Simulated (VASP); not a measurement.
# Zr2N (P4_2/mnm) in VASP: notebook, part 2 of 3

VASP 6.6.1.

## 3. Single point, PBEsol (biaxial strain in the a-b plane: +6.0 %)

Input file INCAR:

```
SYSTEM = Zr2N
ALGO = Normal ; EDIFF = 1E-6
ENCUT = 520 ; GGA = PS
ISIF = 2 ; ISMEAR = 0
LASPH = .TRUE. ; LCHARG = .FALSE.
LREAL = .FALSE. ; LWAVE = .FALSE.
NBANDS = 38 ; NELM = 100
PREC = Accurate ; SIGMA = 0.1
```

Input file KPOINTS:

```
k-points
0
G
  8 8 12
  0 0 0
```

Input file POSCAR:

```
Zr2N
1.0
    5.6922517767      0.0000000000      0.0000000000
    0.0000000000      5.6922517767      0.0000000000
    0.0000000000      0.0000000000      3.1548085513
Zr N
4 2
Direct
    0.2999239642      0.2999239642      0.0000000000
    0.7000760358      0.7000760358      0.0000000000
    0.7999239642      0.2000760358      0.5000000000
    0.2000760358      0.7999239642      0.5000000000
    0.0000000000      0.0000000000      0.0000000000
    0.5000000000      0.5000000000      0.5000000000
```

Potentials or basis: VASP PAW PBE potentials, release 64 (Zr_sv, N).

The run is started by

```console
> cat potpaw_PBE.64/Zr_sv/POTCAR potpaw_PBE.64/N/POTCAR > POTCAR
> mpirun -np 1 vasp_std > vasp.out
```

OUTCAR:

```text
SYSTEM = Zr2N
   EDIFF = 1E-6
   ENCUT = 520
   GGA = PS
   ISIF = 2
   ISMEAR = 0
   LASPH = .TRUE.
   LREAL = .FALSE.
   NELM = 100
   PREC = Accurate

 ion  position               nearest neighbor table
   1  0.300  0.300  0.000-   6 2.25   6 2.25   5 2.41   2 3.22   4 3.30   3 3.30   4 3.30   3 3.30
                             4 3.30   4 3.30   3 3.30   3 3.30
   2  0.700  0.700  0.000-   6 2.25   6 2.25   5 2.41   1 3.22   4 3.30   3 3.30   4 3.30   3 3.30
                             3 3.30   3 3.30   4 3.30   4 3.30
   3  0.800  0.200  0.500-   5 2.25   5 2.25   6 2.41   4 3.22   1 3.30   1 3.30   2 3.30   2 3.30
                             2 3.30   2 3.30   1 3.30   1 3.30
   4  0.200  0.800  0.500-   5 2.25   5 2.25   6 2.41   3 3.22   1 3.30   1 3.30   2 3.30   2 3.30
                             1 3.30   1 3.30   2 3.30   2 3.30
   5  0.000  0.000  0.000-   3 2.25   4 2.25   3 2.25   4 2.25   1 2.41   2 2.41
   6  0.500  0.500  0.500-   1 2.25   2 2.25   1 2.25   2 2.25   3 2.41   4 2.41

  LATTYP: Found a simple tetragonal cell.
 ALAT       =     5.6922517767
 C/A-ratio  =     0.5542285681

  Lattice vectors:

 A1 = (   5.6922517767,   0.0000000000,   0.0000000000)
 A2 = (   0.0000000000,   5.6922517767,   0.0000000000)
 A3 = (   0.0000000000,   0.0000000000,   3.1548085513)

Analysis of symmetry for initial positions (statically):
=====================================================================
 Subroutine PRICEL returns:
 Original cell was already a primitive cell.

 Routine SETGRP: Setting up the symmetry group for a
 simple tetragonal supercell.

 Subroutine GETGRP returns: Found 16 space group operations
 (whereof  8 operations were pure point group operations)
 out of a pool of 16 trial point group operations.

The static configuration has the point symmetry D_2h.
 The point group associated with its full space group is D_4h.

Analysis of symmetry for dynamics (positions and initial velocities):
=====================================================================
 Subroutine PRICEL returns:
 Original cell was already a primitive cell.

 Routine SETGRP: Setting up the symmetry group for a
 simple tetragonal supercell.

 Subroutine GETGRP returns: Found 16 space group operations
 (whereof  8 operations were pure point group operations)
 out of a pool of 16 trial point group operations.

The dynamic configuration has the point symmetry D_2h.
 The point group associated with its full space group is D_4h.

 Subroutine INISYM returns: Found 16 space group operations
 (whereof  8 operations are pure point group operations),
 and found     1 'primitive' translations

----------------------------------------------------------------------------------------

                                     Primitive cell

  volume of cell :     102.2213

  direct lattice vectors                    reciprocal lattice vectors
     5.692251777  0.000000000  0.000000000     0.175677401  0.000000000  0.000000000
     0.000000000  5.692251777  0.000000000     0.000000000  0.175677401  0.000000000
     0.000000000  0.000000000  3.154808551     0.000000000  0.000000000  0.316976445

  length of vectors
     5.692251777  5.692251777  3.154808551     0.175677401  0.175677401  0.316976445

  position of ions in fractional coordinates (direct lattice)
     0.299923964  0.299923964  0.000000000
     0.700076036  0.700076036  0.000000000
     0.799923964  0.200076036  0.500000000
     0.200076036  0.799923964  0.500000000
[... 45 lines left out ...]
  0.125000  0.125000  0.000000      4.000000
[... 16 lines left out ...]
  0.375000  0.125000  0.083333     16.000000
  0.500000  0.125000  0.083333      8.000000
 [... further k-points ...]
   k-points           NKPTS =    105   k-points in BZ     NKDIM =    105   number of bands    NBANDS=     38
   number of dos      NEDOS =    301   number of ions     NIONS =      6
   total plane-waves  NPLWV =  42336
   dimension x,y,z NGX =    42 NGY =   42 NGZ =   24
   dimension x,y,z NGXF=    84 NGYF=   84 NGZF=   48
   ions per type =               4   2
   NGX,Y,Z   is equivalent  to a cutoff of  12.27, 12.27, 12.65 a.u.
   NGXF,Y,Z  is equivalent  to a cutoff of  24.53, 24.53, 25.29 a.u.
 SYSTEM =  Zr2N
   PREC   = accura    normal or accurate (medium, high low for compatibility)
   ISTART =      0    job   : 0-new  1-cont  2-samecut
   ICHARG =      2    charge: 1-file 2-atom 10-const
   ISPIN  =      1    spin polarized calculation?
   LNONCOLLINEAR =      F non collinear calculations
   LSORBIT =      F    spin-orbit coupling
   LASPH  =      T    aspherical Exc in radial PAW
   ENCUT  =  520.0 eV  38.22 Ry    6.18 a.u.  10.58 10.58  5.87*2*pi/ulx,y,z
   NELM   =    100;   NELMIN=  2; NELMDL= -5     # of ELM steps
   EDIFF  = 0.1E-05   stopping-criterion for ELM
   LREAL  =      F    real-space projection
   EDIFFG = 0.1E-04   stopping-criterion for IOM
   NSW    =      0    number of steps for IOM
   IBRION =     -1    ionic relax: 0-MD 1-quasi-New 2-CG
   NFREE  =      0    steps in history (QN), initial steepest desc. (CG)
   ISIF   =      2    stress and relaxation
   ISYM   =      2    0-nonsym 1-usesym 2-fastsym
   POTIM  = 0.5000    time-step for ionic-motion
   TEBEG  =    0.0;   TEEND  =   0.0 temperature during run
   PSTRESS=    0.0 pullay stress
   NELECT =      58.0000    total number of electrons
   NUPDOWN=      -1.0000    fix difference up-down
   EMIN   =  10.00;   EMAX   =-10.00  energy-range for DOS
   EFERMI =   0.00;   METHOD = LEGACY
   ISMEAR =     0;   SIGMA  =   0.10  broadening in eV -4-tet -1-fermi 0-gaus
   EFERMI_NEDOS =   21; number of points for ismear=-14 and -15
   IALGO  =     38    algorithm
   IMIX   =      4    mixing-type and parameters
     AMIX     =   0.40;   BMIX     =  1.00
     AMIX_MAG =   1.60;   BMIX_MAG =  1.00
  volume/ion in A,a.u.               =      17.04       114.97
  Fermi-wavevector in a.u.,A,eV,Ry     =   1.355305  2.561155 24.991890  1.836852
  Thomas-Fermi vector in A             =   2.482404
   LORBIT       =      0    0 simple, 1 ext, 2 COOP (PROOUT), +10 PAW based schemes
   GGA     = PS    functional components
   LHFCALC =     F    Hartree Fock is set to
   AEXX    =    0.0000 exact exchange contribution
   IVDW    =     0    specifies the selected vdW correction
   LEPSILON=     F    determine dielectric tensor
   LRPA    =     F    only Hartree local field effects (RPA)
 non-spin polarized calculation
 Gauss-broadening in eV      SIGMA  =   0.10
  energy-cutoff  :      520.00
  volume of cell :      102.22
 maximum number of plane-waves:      2780
   NGX = 21   NGY = 21   NGZ = 11

 number of electron      58.0000000 magnetization

 Free energy of the ion-electron system (eV)
  ---------------------------------------------------
  ext. energy  EPLUGINS =         0.00000000
  ---------------------------------------------------
  free energy    TOTEN  =       -61.10293932 eV

  energy without entropy =      -61.08406387  energy(sigma->0) =      -61.09350160

 E-fermi :   8.9453     XC(G=0): -11.5611

 val. band max:        8.9392441901   @ k =   0.2500   0.1250   0.1667
 cond. band min:       8.9469843402   @ k =   0.2500   0.2500   0.3333
 fundamental gap:      0.0077401501
 Fermi energy:         8.9453458425

 k-point     1 :       0.0000    0.0000    0.0000
  band No.  band energies     occupation
      1     -39.7800      2.00000
      2     -39.6827      2.00000
      3     -39.6827      2.00000
      4     -39.6419      2.00000
      5     -18.5242      2.00000
      6     -18.0746      2.00000
[... 973 lines left out ...]
     37      12.3724      0.00000
     38      12.3724      0.00000

 [... further k-points ...]

------------------------ aborting loop because EDIFF is reached ----------------------------------------

  FORCE on cell =-STRESS in cart. coord.  units (eV):
  Direction    XX          YY          ZZ          XY          YZ          ZX
  --------------------------------------------------------------------------------------
  -------------------------------------------------------------------------------------
  Total      -11.2831205    -11.2831205      2.3879529     -0.0000000      0.0000000      0.0000000
  in kB     -176.8473662   -176.8473662     37.4278709     -0.0000000      0.0000000      0.0000000
  external PRESSURE =    -105.4222872 kB  Pullay stress =       0.0000000 kB

 VOLUME and BASIS-vectors are now :
 -----------------------------------------------------------------------------
  energy-cutoff  :      520.00
  volume of cell :      102.22
      direct lattice vectors                 reciprocal lattice vectors
     5.692251777  0.000000000  0.000000000     0.175677401  0.000000000  0.000000000
     0.000000000  5.692251777  0.000000000     0.000000000  0.175677401  0.000000000
     0.000000000  0.000000000  3.154808551     0.000000000  0.000000000  0.316976445

 POSITION                                       TOTAL-FORCE (eV/Angst)
 -----------------------------------------------------------------------------------
      1.70724      1.70724      0.00000         0.147218      0.147218      0.000000
      3.98501      3.98501      0.00000        -0.147218     -0.147218      0.000000
      4.55337      1.13888      1.57740         0.147218     -0.147218      0.000000
      1.13888      4.55337      1.57740        -0.147218      0.147218      0.000000
      0.00000      0.00000      0.00000        -0.000000      0.000000      0.000000
      2.84613      2.84613      1.57740        -0.000000      0.000000      0.000000
 -----------------------------------------------------------------------------------
    total drift:                               -0.000000      0.000000      0.000000

  FREE ENERGIE OF THE ION-ELECTRON SYSTEM (eV)
  ---------------------------------------------------
  free  energy   TOTEN  =       -61.1029393238 eV

  energy  without entropy=      -61.0840638713  energy(sigma->0) =      -61.09350160
```

Run time: 4.1 min. Hardware: 1 thread of Intel Xeon Platinum 8488C (Sapphire Rapids), shared host; peak memory 0.41 GiB.

Results:

```yaml
Free_energy: -61.1029 eV
Pressure: -10.5 GPa
Largest_force: 0.208 eV/Å
Band_gap_on_the_k_mesh: zero (bands 29 and 30 overlap by 1.99 eV)
```

Forces in eV/Å, atoms in the order of the input:
```
Zr   0.147  0.147  0.000
Zr  -0.147 -0.147  0.000
Zr   0.147 -0.147  0.000
Zr  -0.147  0.147  0.000
N    0.000  0.000  0.000
N    0.000  0.000  0.000
```

Caveat: the cell differs from its parent crystal (biaxial strain in the a-b plane: +6.0 %); the stress differs along the axes, from -18 to 4 GPa; the PAW data sets were made with another functional, which shifts forces and pressure a little.

(Part 2 of 3 ends here.)
